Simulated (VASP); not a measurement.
# RbLiCO3 (P2_1/c) in VASP: electric field gradients with PBE

Aim: the electric field gradients of RbLiCO3 with PBE.

All numbers are computed with VASP 6.6.1; they aren't measurements. Logs are shortened: lines on timing, memory, paths and dates and some standing lists are left out, and cuts for length are marked.

## (1) The cell of the first run

The structure is monoclinic, space group P2_1/c (No. 14). The conventional cell has a = 6.849 Å, b = 7.162 Å, c = 7.748 Å, α = 90.00°, β = 118.30°, γ = 90.00°. Within 4.7 Å of Rb (site symmetry 1) lie 18 O at 2.89 to 4.67 Å and 7 C at 3.32 to 4.21 Å and 6 Li at 3.54 to 4.44 Å and 6 Rb at 4.12 to 4.67 Å. Li (site symmetry 1) has 5 O at 1.96 to 2.17 Å and 2 C at 2.37 to 2.43 Å within 2.6 Å. Within 1.7 Å of C (site symmetry 1) lie 3 O at 1.28 to 1.31 Å. Within 1.7 Å of O (site symmetry 1) lie 1 C at 1.30 Å. Within 1.7 Å of O (site symmetry 1) lie 1 C at 1.28 Å. O (site symmetry 1) has 1 C at 1.31 Å within 1.8 Å.

## (2) Electric field gradients, PBE

INCAR reads:

```
SYSTEM = RbLiCO3
PREC     = Accurate       ! precision mode
ENCUT    = 520            ! plane-wave cutoff, eV
EDIFF    = 1E-8           ! SCF threshold, eV
ISMEAR   = 0              ! smearing method
SIGMA    = 0.01           ! smearing width, eV
LREAL    = Auto         
LASPH    = .TRUE.         ! aspherical terms in the spheres
NELM     = 100            ! most SCF steps
ALGO     = Normal         ! electronic algorithm
ISIF     = 2              ! what is computed and relaxed
LWAVE    = .FALSE.        ! write WAVECAR
LCHARG   = .FALSE.        ! write CHGCAR
GGA      = PE             ! functional
LEFG     = .TRUE.       
NBANDS   = 86             ! bands
```

KPOINTS reads:

```
regular mesh
0
G
  3 3 3
  0 0 0
```

POSCAR reads:

```
RbLiCO3
1.0
    6.8490000000      0.0000000000      0.0000000000
    0.0000000000      7.1620000000      0.0000000000
   -3.6734405204      0.0000000000      6.8221292125
Rb Li C O
4 4 4 12
Direct
    0.8312083600      0.6411254329      0.6670925525
    0.1687916400      0.1411254329      0.8329074475
    0.1687916400      0.3588745671      0.3329074475
    0.8312083600      0.8588745671      0.1670925525
    0.4079408308      0.5710527803      0.8043241825
    0.5920591692      0.0710527803      0.6956758175
    0.5920591692      0.4289472197      0.1956758175
    0.4079408308      0.9289472197      0.3043241825
    0.3065765234      0.6686260080      0.0902755652
    0.6934234766      0.1686260080      0.4097244348
    0.6934234766      0.3313739920      0.9097244348
    0.3065765234      0.8313739920      0.5902755652
    0.2704898707      0.5279593017      0.9731506982
    0.7295101293      0.0279593017      0.5268493018
    0.7295101293      0.4720406983      0.0268493018
    0.2704898707      0.9720406983      0.4731506982
    0.1733762097      0.8081179157      0.0456231878
    0.8266237903      0.3081179157      0.4543768122
    0.8266237903      0.1918820843      0.9543768122
    0.1733762097      0.6918820843      0.5456231878
    0.4869108968      0.6667780463      0.2606403456
    0.5130891032      0.1667780463      0.2393596544
    0.5130891032      0.3332219537      0.7393596544
    0.4869108968      0.8332219537      0.7606403456
```

Potentials or basis: VASP PAW PBE potentials, release 64 (Rb_sv, Li_sv, C, O).

On the command line:

```bash
> cat potpaw_PBE.64/Rb_sv/POTCAR potpaw_PBE.64/Li_sv/POTCAR potpaw_PBE.64/C/POTCAR potpaw_PBE.64/O/POTCAR > POTCAR
> mpirun -np 1 vasp_std > vasp.out
```

OUTCAR:

```text
SYSTEM = RbLiCO3
   PREC = Accurate
   ENCUT = 520
   EDIFF = 1E-8
   ISMEAR = 0
   LREAL = Auto
   LASPH = .TRUE.
   NELM = 100
   ISIF = 2
   GGA = PE

 ion  position               nearest neighbor table
   1  0.831  0.641  0.667-  18 2.89  21 2.91  13 2.93  20 2.93  14 2.94  17 3.00  24 3.10  11 3.32
                            23 3.33   9 3.36  15 3.40   6 3.54   7 3.56   5 3.57   8 3.58   5 3.61
   2  0.169  0.141  0.833-  17 2.89  22 2.91  14 2.93  19 2.93  13 2.94  18 3.00  23 3.10  12 3.32
                            24 3.33  10 3.36  16 3.40   5 3.54   8 3.56   6 3.57   7 3.58   6 3.61
   3  0.169  0.359  0.333-  20 2.89  23 2.91  15 2.93  18 2.93  16 2.94  19 3.00  22 3.10   9 3.32
                            21 3.33  11 3.36  13 3.40   8 3.54   5 3.56   7 3.57   6 3.58   7 3.61
   4  0.831  0.859  0.167-  19 2.89  24 2.91  16 2.93  17 2.93  15 2.94  20 3.00  21 3.10  10 3.32
                            22 3.33  12 3.36  14 3.40   7 3.54   6 3.56   8 3.57   5 3.58   8 3.61
   5  0.408  0.571  0.804-  13 1.96  23 2.00  24 2.03  20 2.07  15 2.17   2 3.54   3 3.56   1 3.57
                             4 3.58   1 3.61
   6  0.592  0.071  0.696-  14 1.96  24 2.00  23 2.03  19 2.07  16 2.17   1 3.54   4 3.56   2 3.57
                             3 3.58   2 3.61
   7  0.592  0.429  0.196-  15 1.96  21 2.00  22 2.03  18 2.07  13 2.17   4 3.54   1 3.56   3 3.57
                             2 3.58   3 3.61
   8  0.408  0.929  0.304-  16 1.96  22 2.00  21 2.03  17 2.07  14 2.17   3 3.54   2 3.56   4 3.57
                             1 3.58   4 3.61
   9  0.307  0.669  0.090-  17 1.28  13 1.30  21 1.31   3 3.32   1 3.36   4 3.62   2 3.81   4 3.83
[... 7 lines left out ...]
  13  0.270  0.528  0.973-   9 1.30   5 1.96   7 2.17   1 2.93   2 2.94   3 3.40
  14  0.730  0.028  0.527-  10 1.30   6 1.96   8 2.17   2 2.93   1 2.94   4 3.40
  15  0.730  0.472  0.027-  11 1.30   7 1.96   5 2.17   3 2.93   4 2.94   1 3.40
  16  0.270  0.972  0.473-  12 1.30   8 1.96   6 2.17   4 2.93   3 2.94   2 3.40
  17  0.173  0.808  0.046-   9 1.28   8 2.07   2 2.89   4 2.93   1 3.00
  18  0.827  0.308  0.454-  10 1.28   7 2.07   1 2.89   3 2.93   2 3.00
  19  0.827  0.192  0.954-  11 1.28   6 2.07   4 2.89   2 2.93   3 3.00
  20  0.173  0.692  0.546-  12 1.28   5 2.07   3 2.89   1 2.93   4 3.00
  21  0.487  0.667  0.261-   9 1.31   7 2.00   8 2.03   1 2.91   4 3.10   3 3.33
  22  0.513  0.167  0.239-  10 1.31   8 2.00   7 2.03   2 2.91   3 3.10   4 3.33
  23  0.513  0.333  0.739-  11 1.31   5 2.00   6 2.03   3 2.91   2 3.10   1 3.33
  24  0.487  0.833  0.761-  12 1.31   6 2.00   5 2.03   4 2.91   1 3.10   2 3.33

  LATTYP: Found a simple monoclinic cell.
 ALAT       =     6.8490000000
 B/A-ratio  =     1.0457001022
 C/A-ratio  =     1.0987005402
 COS(beta)  =    -0.4220012597

  Lattice vectors:

 A1 = (   6.8490000000,   0.0000000000,   0.0000000000)
 A2 = (   0.0000000000,  -7.1620000000,   0.0000000000)
 A3 = (  -3.1755594796,   0.0000000000,  -6.8221292125)

Analysis of symmetry for initial positions (statically):
=====================================================================
 Subroutine PRICEL returns:
 Original cell was already a primitive cell.

 Routine SETGRP: Setting up the symmetry group for a
 simple monoclinic supercell.

 Subroutine GETGRP returns: Found  4 space group operations
 (whereof  2 operations were pure point group operations)
 out of a pool of  4 trial point group operations.

The static configuration has the point symmetry S_2 .
 The point group associated with its full space group is C_2h.

Analysis of symmetry for dynamics (positions and initial velocities):
=====================================================================
 Subroutine PRICEL returns:
 Original cell was already a primitive cell.

 Routine SETGRP: Setting up the symmetry group for a
 simple monoclinic supercell.

 Subroutine GETGRP returns: Found  4 space group operations
 (whereof  2 operations were pure point group operations)
 out of a pool of  4 trial point group operations.

The dynamic configuration has the point symmetry S_2 .
 The point group associated with its full space group is C_2h.

 Subroutine INISYM returns: Found  4 space group operations
 (whereof  2 operations are pure point group operations),
 and found     1 'primitive' translations

----------------------------------------------------------------------------------------

[... 137 lines left out ...]
   EFERMI_NEDOS =   21; number of points for ismear=-14 and -15
   IALGO  =     38    algorithm
   IMIX   =      4    mixing-type and parameters
     AMIX     =   0.40;   BMIX     =  1.00
     AMIX_MAG =   1.60;   BMIX_MAG =  1.00
  volume/ion in A,a.u.               =      13.94        94.10
  Fermi-wavevector in a.u.,A,eV,Ry     =   1.212627  2.291533 20.006889  1.470465
  Thomas-Fermi vector in A             =   2.348105
   LORBIT       =      0    0 simple, 1 ext, 2 COOP (PROOUT), +10 PAW based schemes
   GGA     = PE    functional components
   LHFCALC =     F    Hartree Fock is set to
   AEXX    =    0.0000 exact exchange contribution
   IVDW    =     0    specifies the selected vdW correction
   LEPSILON=     F    determine dielectric tensor
   LRPA    =     F    only Hartree local field effects (RPA)
 non-spin polarized calculation
 Gauss-broadening in eV      SIGMA  =   0.01
  energy-cutoff  :      520.00
  volume of cell :      334.64
 maximum number of plane-waves:      9030
 NGX is ok and might be reduce to    54
   NGX = 25   NGY = 27   NGZ = 29

 number of electron     135.9999987 magnetization

 Free energy of the ion-electron system (eV)
  ---------------------------------------------------
  ext. energy  EPLUGINS =         0.00000000
  ---------------------------------------------------
  free energy    TOTEN  =      -152.01295270 eV

  energy without entropy =     -152.01295270  energy(sigma->0) =     -152.01295270

 E-fermi :   0.2702     XC(G=0):  -8.7929

 val. band max:        0.1842737043   @ k =   0.3333   0.0000   0.0000
 cond. band min:       4.8726982451   @ k =   0.0000   0.0000   0.0000
 fundamental gap:      4.6884245408
 Fermi energy:         0.2701981638

 k-point     1 :       0.0000    0.0000    0.0000
  band No.  band energies     occupation
      1     -42.9046      2.00000
      2     -42.9035      2.00000
      3     -42.8962      2.00000
      4     -42.8953      2.00000
      5     -24.5657      2.00000
      6     -24.5290      2.00000
[... 819 lines left out ...]
     79       7.8709      0.00000
     80       8.0471      0.00000
 [bands above 80 left out]

------------------------ aborting loop because EDIFF is reached ----------------------------------------

  FORCE on cell =-STRESS in cart. coord.  units (eV):
  Direction    XX          YY          ZZ          XY          YZ          ZX
  --------------------------------------------------------------------------------------
  -------------------------------------------------------------------------------------
  Total        3.6413164      4.7618071      4.9079021      0.0000000      0.0000000      0.7592442
  in kB       17.4336198     22.7982207     23.4976837      0.0000000      0.0000000      3.6350523
  external PRESSURE =      21.2431747 kB  Pullay stress =       0.0000000 kB

 VOLUME and BASIS-vectors are now :
 -----------------------------------------------------------------------------
  energy-cutoff  :      520.00
  volume of cell :      334.64
      direct lattice vectors                 reciprocal lattice vectors
     6.849000000  0.000000000  0.000000000     0.146006716  0.000000000  0.078618709
     0.000000000  7.162000000  0.000000000     0.000000000  0.139625803  0.000000000
    -3.673440520  0.000000000  6.822129213     0.000000000  0.000000000  0.146581803

 POSITION                                       TOTAL-FORCE (eV/Angst)
 -----------------------------------------------------------------------------------
      3.24242      4.59174      4.55099         0.000258      0.002382     -0.004605
     -1.90358      1.01074      5.68220        -0.000258      0.002382      0.004605
     -0.06686      2.57026      2.27114        -0.000258     -0.002382      0.004605
      5.07914      6.15126      1.13993         0.000258     -0.002382     -0.004605
     -0.16065      4.08988      5.48720        -0.005555     -0.006738     -0.003205
      1.49949      0.50888      4.74599         0.005555     -0.006738      0.003205
[... 16 lines left out ...]
      0.79815      2.38654      5.04401        -0.112143     -0.001487     -0.223405
      0.54069      5.96754      5.18919         0.112143     -0.001487      0.223405
 -----------------------------------------------------------------------------------
    total drift:                                0.000000     -0.000000      0.000000

  FREE ENERGIE OF THE ION-ELECTRON SYSTEM (eV)
  ---------------------------------------------------
  free  energy   TOTEN  =      -152.0129527023 eV

  energy  without entropy=     -152.0129527023  energy(sigma->0) =     -152.01295270

 Electric field gradients (V/A^2)
---------------------------------------------------------------------
 ion       V_xx      V_yy      V_zz      V_xy      V_xz      V_yz
---------------------------------------------------------------------
   1       4.170    10.245   -14.415    15.453   -17.008    -8.593
   2       4.170    10.245   -14.415   -15.453   -17.008     8.593
   3       4.170    10.245   -14.415    15.453   -17.008    -8.593
   4       4.170    10.245   -14.415   -15.453   -17.008     8.593
   5       0.090    -0.047    -0.043     0.083    -0.252     0.011
   6       0.090    -0.047    -0.043    -0.083    -0.252    -0.011
[... 16 lines left out ...]
  23       2.272   -84.849    82.577    35.518    60.579   -22.108
  24       2.272   -84.849    82.577   -35.518    60.579    22.108
---------------------------------------------------------------------

 Electric field gradients after diagonalization (V/A^2)
 (convention: |V_zz| > |V_xx| > |V_yy|)
----------------------------------------------------------------------
 ion       V_xx      V_yy      V_zz     asymmetry (V_yy - V_xx)/ V_zz
----------------------------------------------------------------------
   1     -24.512    -5.530    30.042       0.632
   2     -24.512    -5.530    30.042       0.632
   3     -24.512    -5.530    30.042       0.632
   4     -24.512    -5.530    30.042       0.632
   5      -0.255    -0.039     0.294       0.732
   6      -0.255    -0.039     0.294       0.732
[... 16 lines left out ...]
  23    -107.459    -7.681   115.140       0.867
  24    -107.459    -7.681   115.140       0.867
----------------------------------------------------------------------

           NMR quadrupolar parameters

 Cq : quadrupolar parameter    Cq=e*Q*V_zz/h
 eta: asymmetry parameters     (V_yy - V_xx)/ V_zz
 Q  : nuclear electric quadrupole moment in mb (millibarn)
----------------------------------------------------------------------
 ion       Cq(MHz)       eta       Q (mb)
----------------------------------------------------------------------
   1       0.073       0.632       1.000
   2       0.073       0.632       1.000
   3       0.073       0.632       1.000
   4       0.073       0.632       1.000
   5       0.001       0.732       1.000
   6       0.001       0.732       1.000
[... 16 lines left out ...]
  23       0.278       0.867       1.000
  24       0.278       0.867       1.000
----------------------------------------------------------------------
```

It took 5.4 min on 1 thread of Intel Xeon 6975P-C (Granite Rapids), shared host; peak memory 0.54 GiB.

Results:

```
Free energy                             : -152.0130 eV
Largest force                           : 0.277 eV/Å
Band gap on the k mesh                  : 4.69 eV (least direct gap 4.71 eV)
Largest electric field gradient by atom : Rb +30.0; Li +0.3; C +35.1; O +118.3, -115.4, +115.1 (each value once) V/Å²
```

Forces in eV/Å, atoms in the order of the input:
```
Rb   0.000  0.002 -0.005
Rb   0.000  0.002  0.005
Rb   0.000 -0.002  0.005
Rb   0.000 -0.002 -0.005
Li  -0.006 -0.007 -0.003
Li   0.006 -0.007  0.003
Li   0.006  0.007  0.003
Li  -0.006  0.007 -0.003
C   -0.004 -0.023 -0.013
C    0.004 -0.023  0.013
C    0.004  0.023  0.013
C   -0.004  0.023 -0.013
O    0.045 -0.196 -0.152
O   -0.045 -0.196  0.152
O   -0.045  0.196  0.152
O    0.045  0.196 -0.152
O   -0.160  0.219 -0.056
O    0.160  0.219  0.056
O    0.160 -0.219  0.056
O   -0.160 -0.219 -0.056
O    0.112  0.001  0.223
O   -0.112  0.001 -0.223
O   -0.112 -0.001 -0.223
O    0.112 -0.001  0.223
```

Electric field gradients, principal values (V/Å²):
```tsv
atom	least	middle	greatest (by size)
1 Rb	-5.530	-24.512	30.042
2 Rb	-5.530	-24.512	30.042
3 Rb	-5.530	-24.512	30.042
4 Rb	-5.530	-24.512	30.042
5 Li	-0.039	-0.255	0.294
6 Li	-0.039	-0.255	0.294
7 Li	-0.039	-0.255	0.294
8 Li	-0.039	-0.255	0.294
9 C	-14.822	-20.315	35.137
10 C	-14.822	-20.315	35.137
11 C	-14.822	-20.315	35.137
12 C	-14.822	-20.315	35.137
13 O	-1.124	-117.171	118.296
14 O	-1.124	-117.171	118.296
15 O	-1.124	-117.171	118.296
16 O	-1.124	-117.171	118.296
17 O	4.649	110.791	-115.440
18 O	4.649	110.791	-115.440
19 O	4.649	110.791	-115.440
20 O	4.649	110.791	-115.440
21 O	-7.681	-107.459	115.140
22 O	-7.681	-107.459	115.140
23 O	-7.681	-107.459	115.140
24 O	-7.681	-107.459	115.140
```

Caveat: the cutoff is under 1.25 times the usual one of these potentials, so pressure, stress and relaxed cells hold a basis-set (Pulay) error; without QUAD_EFG the Cq values of the log hold for a quadrupole moment of 1 mb, not for the nuclei; an odd mesh through Γ misses points on the zone boundary, where band edges can lie.
